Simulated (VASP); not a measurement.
# Ir (P6_3/mmc) in VASP: further runs, part 2 of 2

VASP 6.6.1. The steps go on from the part before.

## Step 4: Relaxation of cell and atoms, PBE, target pressure 140 GPa, at which the enthalpy is minimised

File INCAR:

```
PREC     = Accurate       # precision mode
ENCUT    = 600            # plane-wave cutoff, eV
EDIFF    = 1E-6           # SCF threshold, eV
ISMEAR   = -1             # smearing method
SIGMA    = 0.08           # smearing width, eV
LREAL    = False          # projectors in reciprocal space
LASPH    = True           # aspherical terms in the spheres
NELM     = 100            # most SCF steps
ALGO     = Normal         # electronic algorithm
ISIF     = 3              # what is computed and relaxed
LWAVE    = False          # write WAVECAR
LCHARG   = False          # write CHGCAR
GGA      = PE             # functional
IBRION   = 2              # ionic algorithm
NSW      = 60             # ionic steps
EDIFFG   = -0.005         # ionic threshold
PSTRESS  = 1400.0
```

File KPOINTS:

```
Automatic mesh
0
Gamma
  17 17 9
```

File POSCAR:

```
Ir
1.0
    2.5457272412      0.0000000000      0.0000000000
   -1.2728636206      2.2046644620      0.0000000000
    0.0000000000      0.0000000000      4.1240781307
Ir
2
Direct
    0.3333333333      0.6666666667      0.2500000000
    0.6666666667      0.3333333333      0.7500000000
```

Potentials or basis: VASP PAW PBE potentials, release 64 (Ir).

Run with:

```
> cat potpaw_PBE.64/Ir/POTCAR > POTCAR
> mpirun -np 1 vasp_std > vasp.out
```

OUTCAR:

```text
PREC = Accurate
   ENCUT = 600
   EDIFF = 1E-6
   ISMEAR = -1
   LREAL = False
   LASPH = True
   NELM = 100
   ISIF = 3
   GGA = PE
   IBRION = 2
   NSW = 60
   EDIFFG = -0.005
   PSTRESS = 1400.0

 ion  position               nearest neighbor table
   1  0.333  0.667  0.250-   2 2.53   2 2.53   2 2.53   2 2.53   2 2.53   2 2.53
   2  0.667  0.333  0.750-   1 2.53   1 2.53   1 2.53   1 2.53   1 2.53   1 2.53

  LATTYP: Found a hexagonal cell.
 ALAT       =     2.5457272412
 C/A-ratio  =     1.6200000000

  Lattice vectors:

 A1 = (   2.5457272412,   0.0000000000,   0.0000000000)
 A2 = (  -1.2728636206,   2.2046644620,   0.0000000000)
 A3 = (   0.0000000000,   0.0000000000,   4.1240781307)

Analysis of symmetry for initial positions (statically):
=====================================================================
 Subroutine PRICEL returns:
 Original cell was already a primitive cell.

 Routine SETGRP: Setting up the symmetry group for a
 hexagonal supercell.

 Subroutine GETGRP returns: Found 24 space group operations
 (whereof 12 operations were pure point group operations)
 out of a pool of 24 trial point group operations.

The static configuration has the point symmetry D_3d.
 The point group associated with its full space group is D_6h.

Analysis of symmetry for dynamics (positions and initial velocities):
=====================================================================
 Subroutine PRICEL returns:
 Original cell was already a primitive cell.

 Routine SETGRP: Setting up the symmetry group for a
 hexagonal supercell.

 Subroutine GETGRP returns: Found 24 space group operations
 (whereof 12 operations were pure point group operations)
 out of a pool of 24 trial point group operations.

The dynamic configuration has the point symmetry D_3d.
 The point group associated with its full space group is D_6h.

 Subroutine INISYM returns: Found 24 space group operations
 (whereof 12 operations are pure point group operations),
 and found     1 'primitive' translations

----------------------------------------------------------------------------------------

                                     Primitive cell

  volume of cell :      23.1463

  direct lattice vectors                    reciprocal lattice vectors
     2.545727241  0.000000000  0.000000000     0.392815060  0.226791881  0.000000000
    -1.272863621  2.204664462  0.000000000     0.000000000  0.453583762  0.000000000
     0.000000000  0.000000000  4.124078131     0.000000000  0.000000000  0.242478432

  length of vectors
     2.545727241  2.545727241  4.124078131     0.453583762  0.453583762  0.242478432

  position of ions in fractional coordinates (direct lattice)
     0.333333333  0.666666667  0.250000000
     0.666666667  0.333333333  0.750000000

  ion indices of the primitive-cell ions
   primitive index   ion index
                 1           1
                 2           2

----------------------------------------------------------------------------------------

 KPOINTS: Automatic mesh

Automatic generation of k-mesh.
 Grid dimensions read from file:
[... 52 lines left out ...]
   ions per type =               2
   NGX,Y,Z   is equivalent  to a cutoff of  13.06, 13.06, 14.51 a.u.
   NGXF,Y,Z  is equivalent  to a cutoff of  26.12, 26.12, 29.02 a.u.
 SYSTEM =  unknown system
   PREC   = accura    normal or accurate (medium, high low for compatibility)
   ISTART =      0    job   : 0-new  1-cont  2-samecut
   ICHARG =      2    charge: 1-file 2-atom 10-const
   ISPIN  =      1    spin polarized calculation?
   LNONCOLLINEAR =      F non collinear calculations
   LSORBIT =      F    spin-orbit coupling
   LASPH  =      T    aspherical Exc in radial PAW
   ENCUT  =  600.0 eV  44.10 Ry    6.64 a.u.   5.08  5.08  8.24*2*pi/ulx,y,z
   NELM   =    100;   NELMIN=  2; NELMDL= -5     # of ELM steps
   EDIFF  = 0.1E-05   stopping-criterion for ELM
   LREAL  =      F    real-space projection
   EDIFFG = -.5E-02   stopping-criterion for IOM
   NSW    =     60    number of steps for IOM
   IBRION =      2    ionic relax: 0-MD 1-quasi-New 2-CG
   NFREE  =      1    steps in history (QN), initial steepest desc. (CG)
   ISIF   =      3    stress and relaxation
   ISYM   =      2    0-nonsym 1-usesym 2-fastsym
   POTIM  = 0.5000    time-step for ionic-motion
   TEBEG  =    0.0;   TEEND  =   0.0 temperature during run
   PSTRESS= 1400.0 pullay stress
   NELECT =      18.0000    total number of electrons
   NUPDOWN=      -1.0000    fix difference up-down
   EMIN   =  10.00;   EMAX   =-10.00  energy-range for DOS
   EFERMI =   0.00;   METHOD = LEGACY
   ISMEAR =    -1;   SIGMA  =   0.08  broadening in eV -4-tet -1-fermi 0-gaus
   EFERMI_NEDOS =   21; number of points for ismear=-14 and -15
   IALGO  =     38    algorithm
   IMIX   =      4    mixing-type and parameters
     AMIX     =   0.40;   BMIX     =  1.00
     AMIX_MAG =   1.60;   BMIX_MAG =  1.00
  volume/ion in A,a.u.               =      11.57        78.10
  Fermi-wavevector in a.u.,A,eV,Ry     =   1.505469  2.844925 30.836760  2.266438
  Thomas-Fermi vector in A             =   2.616314
   LORBIT       =      0    0 simple, 1 ext, 2 COOP (PROOUT), +10 PAW based schemes
   GGA     = PE    functional components
   LHFCALC =     F    Hartree Fock is set to
   AEXX    =    0.0000 exact exchange contribution
   IVDW    =     0    specifies the selected vdW correction
   LEPSILON=     F    determine dielectric tensor
   LRPA    =     F    only Hartree local field effects (RPA)
 conjugate gradient relaxation of ions
 non-spin polarized calculation
  energy-cutoff  :      600.00
  volume of cell :       23.15
 maximum number of plane-waves:       785
   NGX = 11   NGY = 11   NGZ = 17

--------------------------------------- Ionic step        1  -------------------------------------------

 number of electron      18.0000000 magnetization

 Free energy of the ion-electron system (eV)
  ---------------------------------------------------
  ext. energy  EPLUGINS =         0.00000000
  ---------------------------------------------------
  free energy    TOTEN  =       -15.42495439 eV

  energy without entropy =      -15.39247007  energy(sigma->0) =      -15.40871223

------------------------ aborting loop because EDIFF is reached ----------------------------------------

  FORCE on cell =-STRESS in cart. coord.  units (eV):
  Direction    XX          YY          ZZ          XY          YZ          ZX
  --------------------------------------------------------------------------------------
  -------------------------------------------------------------------------------------
  Total       20.6155118     20.6155118     21.0874598      0.0000000      0.0000000      0.0000000
  in kB     1426.9982738   1426.9982738   1459.6663426      0.0000000      0.0000000      0.0000000
  external PRESSURE =      37.8876301 kB  Pullay stress =    1400.0000000 kB
[... 177 lines left out ...]
--------------------------------------- Ionic step        6  -------------------------------------------

 number of electron      18.0000000 magnetization

 Free energy of the ion-electron system (eV)
  ---------------------------------------------------
  ext. energy  EPLUGINS =         0.00000000
  ---------------------------------------------------
  free energy    TOTEN  =       -15.50458119 eV

  energy without entropy =      -15.47168310  energy(sigma->0) =      -15.48813215

 E-fermi :  14.3541     XC(G=0): -15.1844

 val. band max:       14.3521244844   @ k =   0.4706  -0.0000   0.2222
 cond. band min:      14.3577496123   @ k =   0.1765   0.1765   0.0000
 fundamental gap:      0.0056251279
 Fermi energy:        14.3540501978

 k-point     1 :       0.0000    0.0000    0.0000
  band No.  band energies     occupation
      1       0.8184      2.00000
      2       3.7621      2.00000
      3       8.9665      2.00000
      4       9.1084      2.00000
      5       9.1084      2.00000
      6      10.0226      2.00000
      7      10.0226      2.00000
      8      11.1488      2.00000
      9      11.1488      2.00000
     10      13.0420      2.00000
     11      14.7173      0.02111
     12      14.7173      0.02111
     13      23.4678      0.00000
[... 354 lines left out ...]
  band No.  band energies     occupation
      1       4.4238      2.00000
      2       6.1677      2.00000
      3       6.6702      2.00000
      4       6.6811      2.00000
      5       8.7195      2.00000
      6       9.1478      2.00000
      7      10.5925      2.00000
      8      11.3662      2.00000
      9      13.2263      2.00000
     10      14.3577      0.97688
     11      15.2357      0.00003
     12      22.8538      0.00000
     13      23.6284      0.00000

 [... further k-points ...]

------------------------ aborting loop because EDIFF is reached ----------------------------------------

  FORCE on cell =-STRESS in cart. coord.  units (eV):
  Direction    XX          YY          ZZ          XY          YZ          ZX
  --------------------------------------------------------------------------------------
  -------------------------------------------------------------------------------------
  Total       20.3080854     20.3080854     20.3062742      0.0000000     -0.0000000      0.0000000
  in kB     1400.3185144   1400.3185144   1400.1936243      0.0000000     -0.0000000      0.0000000
  external PRESSURE =       0.2768844 kB  Pullay stress =    1400.0000000 kB
[... 21 lines left out ...]
  energy  without entropy=      -15.4716831038  energy(sigma->0) =      -15.48813215

  enthalpy is  TOTEN    =         4.7988849588 eV   P V=       20.3034661455

 reached required accuracy - stopping structural energy minimisation
```

Wall time 62 s (1 thread of Intel Xeon 6975P-C (Granite Rapids), shared host); peak memory 0.19 GiB.

What came out:

* Free energy: -15.5046 eV
* Relaxed volume: 11.62 Å³/atom
* Relaxed cell: a = 2.546 Å, b = 2.546 Å, c = 4.140 Å, α = 90.00°, β = 90.00°, γ = 120.00°
* Space group after relaxing (to 0.05 Å): P6_3/mmc (No. 194)
* Energy change on relaxing (the enthalpy is what falls): -39.8 meV/atom
* Ionic steps: 6
* Pressure after relaxing: 140.0 GPa
* Band gap on the k mesh: zero (band 9 reaches 15.78 eV, above the bottom of band 10 at 11.27 eV)

Step by step:
| step | energy change (eV) | largest force (eV/Å) | pressure (GPa) | volume (Å³) |
| --- | --- | --- | --- | --- |
| 1 | 0.0000 | 0.0000 | 143.79 | 23.15 |
| 2 | -0.7246 | 0.0000 | 108.28 | 24.07 |
| 3 | -0.0907 | 0.0000 | 139.50 | 23.25 |
| 4 | -0.0888 | 0.0000 | 139.57 | 23.25 |
| 5 | -0.0634 | 0.0000 | 140.71 | 23.22 |
| 6 | -0.0796 | 0.0000 | 140.03 | 23.24 |

Final structure:
```
Ir
1.0
     2.54574    0.00000    0.00000
    -1.27287    2.20467    0.00000
     0.00000    0.00000    4.13995
Ir
2
Direct
  0.33333 0.66667 0.25000
  0.66667 0.33333 0.75000
```

Caveat: the cell is relaxed towards a set pressure, so the enthalpy falls and the energy may rise; spin-orbit coupling is left out, which moves the levels of the heavy elements.

## Step 5: Relaxation of cell and atoms, PBE, target pressure 140 GPa, at which the enthalpy is minimised

File INCAR:

```
  PREC = Accurate
  ENCUT = 600
  EDIFF = 1E-6
  ISMEAR = -1
  SIGMA = 0.08
  LREAL = F
  LASPH = T
  NELM = 80
  ALGO = Normal
  ISIF = 3
  LWAVE = F
  LCHARG = F
  GGA = PE
  IBRION = 2
  NSW = 32
  EDIFFG = -0.005
  PSTRESS = 1400.0
```

File KPOINTS:

```
regular mesh
0
Gamma
  17 17 9
```

File POSCAR:

```
Ir
1.0
    2.5432350903      0.0000000000      0.0000000000
   -1.2716175451      2.2025061960      0.0000000000
    0.0000000000      0.0000000000      4.1349040791
Ir
2
Direct
    0.3333333333      0.6666666667      0.2500000000
    0.6666666667      0.3333333333      0.7500000000
```

Run with:

```
> cat potpaw_PBE.64/Ir/POTCAR > POTCAR
> mpirun -np 1 vasp_std > vasp.out
```

It took 56 s on 1 thread of Intel Xeon 6975P-C (Granite Rapids), shared host; peak memory 0.19 GiB.

The run converged. Its results:

* Free energy: -15.5044 eV
* Relaxed volume: 11.62 Å³/atom
* Relaxed cell: a = 2.546 Å, b = 2.546 Å, c = 4.140 Å, α = 90.00°, β = 90.00°, γ = 120.00°
* Space group after relaxing (to 0.05 Å): P6_3/mmc (No. 194)
* Energy change on relaxing (the enthalpy is what falls): -32.6 meV/atom
* Ionic steps: 6
* Pressure after relaxing: 140.0 GPa
* Band gap on the k mesh: zero (band 9 reaches 15.78 eV, above the bottom of band 10 at 11.27 eV)

The path:
```
step  energy change (eV)  largest force (eV/Å)  pressure (GPa)  volume (Å³)
   1              0.0000                0.0000          143.10        23.16
   2             -0.6070                0.0000          113.65        23.92
   3             -0.0665                0.0000          139.95        23.24
   4             -0.0652                0.0000          140.00        23.24
   5             -0.0651                0.0000          140.02        23.24
   6             -0.0652                0.0000          140.03        23.24
```

Final structure:
```xyz
2
Lattice="2.5457 0.0000 0.0000 -1.2729 2.2047 0.0000 0.0000 0.0000 4.1399" Properties=species:S:1:pos:R:3 pbc="T T T"
Ir    0.0000    1.4698    1.0350
Ir    1.2729    0.7349    3.1049
```

Levels at points of the mesh, in eV from the Fermi level:
```csv
k point,band 7,band 8,band 9,band 10,band 11,band 12
"(0.00, 0.00, 0.00)",-4.33,-3.21,-3.21,-1.31,0.36,0.36
```

Caveat: the cell is relaxed towards a set pressure, so the enthalpy falls and the energy may rise; spin-orbit coupling is left out, which moves the levels of the heavy elements.

## Step 6: Overview

| task | cell | cutoff (eV) | gap on the mesh (eV) | pressure (GPa) |
| --- | --- | --- | --- | --- |
| single point | a = 2.543, b = 2.543, c = 4.135 Å, angles 90.0, 90.0, 120.0°, 2 atoms | 520 | none | 143.0 |
| single point | a = 2.543, b = 2.543, c = 4.134 Å, angles 90.0, 90.0, 120.0°, 2 atoms | 520 | none | 143.4 |
| relaxation of cell and atoms | relaxed to 140 GPa from a = 2.546, b = 2.546, c = 4.124 Å, angles 90.0, 90.0, 120.0°, 2 atoms | 600 | none | 140.0 |
| relaxation of cell and atoms | relaxed to 140 GPa from a = 2.543, b = 2.543, c = 4.135 Å, angles 90.0, 90.0, 120.0°, 2 atoms | 600 | none | 140.0 |

Alike in all rows: level PBE; potentials or basis VASP PAW PBE potentials, release 64 (Ir); no spin polarisation; k mesh 17 × 17 × 9; smearing fermi-dirac 0.08 eV.

Caveats: spin-orbit coupling is left out, which moves the levels of the heavy elements; the cell is relaxed towards a set pressure, so the enthalpy falls and the energy may rise (some runs).

Absolute energies hang on the potentials; compare differences alone.
